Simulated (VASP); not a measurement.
A run of VASP 6.6.1:

POSCAR

```
TeRu
1.0
    0.0000000000      2.6738916406      2.6738916406
    2.6738916406      0.0000000000      2.6738916406
    2.6738916406      2.6738916406      0.0000000000
Ru Te
1 1
Direct
    0.5000000000      0.5000000000      0.5000000000
    0.0000000000      0.0000000000      0.0000000000
```

The input INCAR.step1:

```
SYSTEM = TeRu
PREC = Accurate
ENCUT = 520
ISMEAR = 0
SIGMA = 0.05
LREAL = .False.
LASPH = .True.
NELM = 60
NBANDS = 17
GGA = PE
ALGO = Normal
EDIFF = 1E-4
LWAVE = .True.
LCHARG = .False.
```

File INCAR.step2:

```
SYSTEM = TeRu
PREC = Accurate
ENCUT = 520
EDIFF = 1E-6
ISMEAR = 0
SIGMA = 0.05
LREAL = .False.
LASPH = .True.
NELM = 60
ALGO = Normal
ISIF = 2
LWAVE = .False.
LCHARG = .False.
METAGGA = R2SCAN
LMIXTAU = .True.
NBANDS = 17
ISTART = 1
```

The input KPOINTS:

```
Automatic mesh
0
Gamma
  12 12 12
  0 0 0
```

Potentials or basis: VASP PAW PBE potentials, release 64 (Ru_pv, Te).

Launch:

```bash
$ cat potpaw_PBE.64/Ru_pv/POTCAR potpaw_PBE.64/Te/POTCAR > POTCAR
$ cp INCAR.step1 INCAR
$ mpirun -np 1 vasp_std > vasp.out
$ cp INCAR.step2 INCAR
$ mpirun -np 1 vasp_std > vasp.out
```

Hardware: 1 thread of Intel(R) Xeon(R) 6975P-C (Granite Rapids) (shared host).

Q: Estimate the wall time of this run.

A: Wall time 65 s on 1 thread of Intel(R) Xeon(R) 6975P-C (Granite Rapids), with other jobs on the host, peak memory 0.2 GiB. Counts: k points 72.
